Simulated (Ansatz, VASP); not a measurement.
**TiCo2 in VASP and in Ansatz**

```
Ti Co
1.0
     0.00000    3.27683    3.27683
     3.27683    0.00000    3.27683
     3.27683    3.27683    0.00000
Ti Co
2 4
Direct
  0.50000 0.50000 0.50000
  0.75000 0.75000 0.75000
  0.12500 0.12500 0.12500
  0.62500 0.12500 0.12500
  0.12500 0.12500 0.62500
  0.12500 0.62500 0.12500
```

Alike in both runs: functional PBEsol; k mesh 6 × 6 × 6; occupations gaussian, width 0.1 eV; collinear spin.

Ansatz relaxed the structure, and its values are those at the end. VASP's run is a single point on that final structure, the one shown.

```csv
,VASP,Ansatz
version,VASP 6.6.1,Ansatz 0.2.0
potentials or method,"VASP PAW PBE potentials, release 64 (Ti_sv, Co), cutoff 520 eV","scalar-relativistic, plane waves, PAW"
valence electrons in the cell,60,92
```

|  | VASP | Ansatz | Ansatz less VASP |
| --- | --- | --- | --- |
| gap on the k mesh at the Fermi level (eV) | none | none | - |
| pressure (GPa) | -0.8 | 0.0 | +0.71 |
| net moment per atom (μB) | 0.02 | 0.04 | +0.021 |
| size of the moment on the site where the two differ most (μB) | 0.04 | 0.08 | +0.038 |

VASP's potentials were made for PBE, not for PBEsol. Site moments also hang on the region over which each program counts them. A gap of «none» marks a metal or a gap that the smearing closes. With one functional, cell and mesh, what is left measures potentials, basis and numerics. VASP's potentials hold 60 valence electrons a cell and Ansatz's 92, so a difference there can come from the potentials and not from the codes. Ansatz's warnings: seeded moment not kept.
